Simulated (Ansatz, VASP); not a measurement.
**MgO: VASP beside Ansatz**

```
CELL_PARAMETERS angstrom
0.08007 2.13515 2.13515
2.13515 0.08007 2.13515
2.21522 2.21522 0.00000
ATOMIC_POSITIONS crystal
Mg 0.00000 0.00000 0.00000
O 0.50000 0.50000 0.50000
```

Change from the starting cell: strain +0.0750 x Voigt [0, 0, 0, 0, 0, 1], atoms carried along.

Alike in both runs: task single point; functional PBEsol; k mesh 10 × 10 × 10; occupations gaussian, width 0.05 eV; no spin polarisation.

|  | VASP | Ansatz |
| --- | --- | --- |
| version | VASP 6.6.1 | Ansatz 0.2.0 |
| potentials or method | VASP PAW PBE potentials, release 64 (Mg, O), cutoff 520 eV | scalar-relativistic, plane waves, PAW |
| valence electrons in the cell | 8 | 16 |

Ansatz gave:

| Quantity | Value |
| --- | --- |
| gap on the k mesh at the Fermi level (eV) | 3.91 |
| least direct gap on the mesh (eV) | 3.91 |
| pressure (GPa) | -5.5 |
| traceless stress, the component that is largest in VASP (GPa) | -10.43 |

**Question.** Which values does VASP return?

**Answer.** gap on the k mesh at the Fermi level (eV): 3.90; least direct gap on the mesh (eV): 3.90; pressure (GPa): -6.1; traceless stress, the component that is largest in VASP (GPa): -10.50.

VASP's potentials were made for PBE, not for PBEsol. The functional is the same, so the differences come from potentials, cutoffs and numerics. VASP's potentials hold 8 valence electrons a cell and Ansatz's 16, so a difference there can come from the potentials and not from the codes.
